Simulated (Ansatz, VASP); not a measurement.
# Al: VASP beside Ansatz

File POSCAR:

```
Al
1.0
    7.2521360000      0.0000000000      0.0000000000
    0.0000000000      7.2521360000      0.0000000000
    0.0000000000      0.0000000000      7.2521360000
Al
8
Direct
    0.0000000000      0.0000000000      0.0000000000
    0.5000000000      0.5000000000      0.5000000000
    0.2500000000      0.5000000000      0.0000000000
    0.0000000000      0.7500000000      0.5000000000
    0.7500000000      0.5000000000      0.0000000000
    0.0000000000      0.2500000000      0.5000000000
    0.5000000000      0.0000000000      0.7500000000
    0.5000000000      0.0000000000      0.2500000000
```

Contents of INCAR.step1:

```
  PREC = Accurate
  ENCUT = 520
  ISMEAR = -1
  SIGMA = 0.1
  LREAL = False
  LASPH = True
  NELM = 80
  NBANDS = 22
  GGA = PE
  ALGO = Normal
  EDIFF = 1E-4
  LWAVE = True
  LCHARG = False
```

File INCAR.step2:

```
  PREC = Accurate
  ENCUT = 520
  EDIFF = 1E-6
  ISMEAR = -1
  SIGMA = 0.1
  LREAL = False
  LASPH = True
  NELM = 80
  ALGO = Normal
  ISIF = 2
  LWAVE = False
  LCHARG = False
  METAGGA = R2SCAN
  LMIXTAU = True
  NBANDS = 22
  ISTART = 1
```

File KPOINTS:

```
Automatic mesh
0
Gamma
  5 5 5
```

Input for Ansatz:

```yaml
crystal:
  lattice:
    - [7.252136, 0.0, 0.0]
    - [0.0, 7.252136, 0.0]
    - [0.0, 0.0, 7.252136]
  atoms:
    - { symbol: Al, position: [0.0, 0.0, 0.0] }
    - { symbol: Al, position: [0.5, 0.5, 0.5] }
    - { symbol: Al, position: [0.25, 0.5, 0.0] }
    - { symbol: Al, position: [0.0, 0.75, 0.5] }
    - { symbol: Al, position: [0.75, 0.5, 0.0] }
    - { symbol: Al, position: [0.0, 0.25, 0.5] }
    - { symbol: Al, position: [0.5, 0.0, 0.75] }
    - { symbol: Al, position: [0.5, 0.0, 0.25] }
  symmetry: { tolerance: 0.0003 }
kpoints:
  mp_grid: { grid: [5, 5, 5], shift: [0, 0, 0] }
  band_path:
    path:
      - [0.0, 0.0, 0.0]
      - [0.0, 0.5, 0.0]
      - [0.5, 0.5, 0.0]
      - [0.0, 0.0, 0.0]
      - [0.5, 0.5, 0.5]
      - [0.0, 0.5, 0.0]
      - [0.5, 0.5, 0.5]
      - [0.5, 0.5, 0.0]
    npoints: 8
magnetization:
  spin_polarized: false
scf:
  occupations: { method: fermi_dirac }
  lower_state_search: "off"
  max_iter: 200
hamiltonian:
  pseudopotentials: { kind: paw }
  xc: r2scan
basis:
  ecutwfc: 500
  fft_grid_basis: typed
output:
  forces: true
  stress: true
  eigenvalues: true
  bader: true
  populations: true
  elf: true
  write_potential: true
  volumetric_format: npy
  dos:
    e_range: [-12, 8]
    de: 0.05
    projected: { site_lists: { Al: [Al] } }
checkpoint:
  read: saved_state
```

Alike in both runs: task single point; functional r2SCAN; k mesh 5 × 5 × 5; no spin polarisation.

|  | VASP | Ansatz |
| --- | --- | --- |
| version | VASP 6.6.1 | Ansatz 0.2.0 |
| potentials or method | VASP PAW PBE potentials, release 64 (Al), cutoff 520 eV | PAW plane waves |
| occupations | fermi-dirac, width 0.1 eV | fermi-dirac |
| valence electrons in the cell | 24 | 24 |

```csv
,VASP,Ansatz,Ansatz less VASP
pressure (GPa),-6.2,-6.3,0.00
```

VASP's potentials were made for PBE, not for r2SCAN.
